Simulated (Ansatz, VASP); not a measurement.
## One calculation of Nb2B3C, two programs

INCAR

```
ALGO = Normal ; EDIFF = 1E-6
ENCUT = 520 ; GGA = PE
ISIF = 2 ; ISMEAR = 0
LASPH = True ; LCHARG = True
LELF = True ; LREAL = False
LVHAR = True ; LWAVE = False
NBANDS = 28 ; NELM = 80
PREC = Accurate ; SIGMA = 0.1
```

Contents of KPOINTS:

```
k-points
0
Gamma
  6 6 4
```

The input POSCAR:

```
Nb2B3C
1.0
    3.7665760900      0.0000000000      0.0000000000
   -1.8832880400      3.2619505800      0.0000000000
    0.0000000000      0.0000000000      5.5198842700
Nb B C
2 3 1
Direct
    0.3333333300      0.6666666700      0.0000000000
    0.6666666700      0.3333333300      0.0000000000
    0.0000000000      0.0000000000      0.7709387300
    0.0000000000      0.0000000000      0.2290612700
    0.0000000000      0.0000000000      0.5000000000
    0.0000000000      0.0000000000      0.0000000000
```

Input for Ansatz:

```yaml
crystal:
  lattice:
    - [3.76657609, 0.0, 0.0]
    - [-1.88328804, 3.26195058, 0.0]
    - [0.0, 0.0, 5.51988427]
  atoms:
    - { symbol: Nb, position: [0.33333333, 0.66666667, 0.0] }
    - { symbol: Nb, position: [0.66666667, 0.33333333, 0.0] }
    - { symbol: B, position: [0.0, 0.0, 0.77093873] }
    - { symbol: B, position: [0.0, 0.0, 0.22906127] }
    - { symbol: B, position: [0.0, 0.0, 0.5] }
    - { symbol: C, position: [0.0, 0.0, 0.0] }
basis:
  ecutwfc: 420
kpoints:
  mp_grid: { grid: [6, 6, 4] }
hamiltonian:
  xc: pbe
scf:
  occupations: { method: gaussian, width: 0.1 }
  lower_state_search: "off"
output:
  forces: true
  stress: true
  eigenvalues: true
```

Alike in both runs: task single point; functional PBE; k mesh 6 × 6 × 4; occupations gaussian, width 0.1 eV; no spin polarisation.

|  | VASP | Ansatz |
| --- | --- | --- |
| version | VASP 6.6.1 | Ansatz 0.2.0 |
| potentials or method | VASP PAW PBE potentials, release 64 (Nb_sv, B, C), cutoff 520 eV | scalar-relativistic, plane waves, PAW |
| valence electrons in the cell | 39 | 39 |

VASP gave:

* gap on the k mesh at the Fermi level (eV): none
* rms of the force components (eV/Å): 3.519

Q: Which values does Ansatz return?

A: gap on the k mesh at the Fermi level (eV): none; rms of the force components (eV/Å): 3.509.

Atom by atom the forces differ by 0.010 eV/Å (rms over components). A gap of «none» marks a metal or a gap that the smearing closes. The functional is the same, so the differences come from potentials, cutoffs and numerics.
